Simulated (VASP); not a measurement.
Here is a VASP 6.6.1 calculation.

Contents of INCAR:

```
SYSTEM = Cu
  ALGO = Normal
  EDIFF = 1E-6
  ENCUT = 520
  GGA = PS
  ISIF = 2
  ISMEAR = -1
  LASPH = .True.
  LCHARG = .False.
  LREAL = .False.
  LWAVE = .False.
  NBANDS = 18
  NELM = 100
  PREC = Accurate
  SIGMA = 0.05
```

Contents of KPOINTS:

```
k-points
0
Gamma
  9 9 9
  0 0 0
```

Contents of POSCAR:

```
Cu
1.0
    1.2184636900     -3.9763780104      0.0000000000
    1.2184636900      3.9763780104      0.0000000000
    0.0000000000      0.0000000000      2.5250054340
Cu
2
Direct
    0.8661333500      0.1338666500      0.7500000000
    0.1338666500      0.8661333500      0.2500000000
```

Potentials or basis: VASP PAW PBE potentials, release 64 (Cu).

The run is started by

```bash
$ cat potpaw_PBE.64/Cu/POTCAR > POTCAR
$ mpirun -np 1 vasp_std > vasp.out
```

(1) Estimate the pressure.

(2) What does it give for the band gap on the k mesh?

(3) Estimate the largest force.

Results:

(1) -3.5 GPa.

(2) zero (bands 11 and 12 overlap by 5.03 eV).

(3) 0.018 eV/Å.

Caveat: the cell stands under tension; the PAW data sets were made with another functional, which shifts forces and pressure a little.
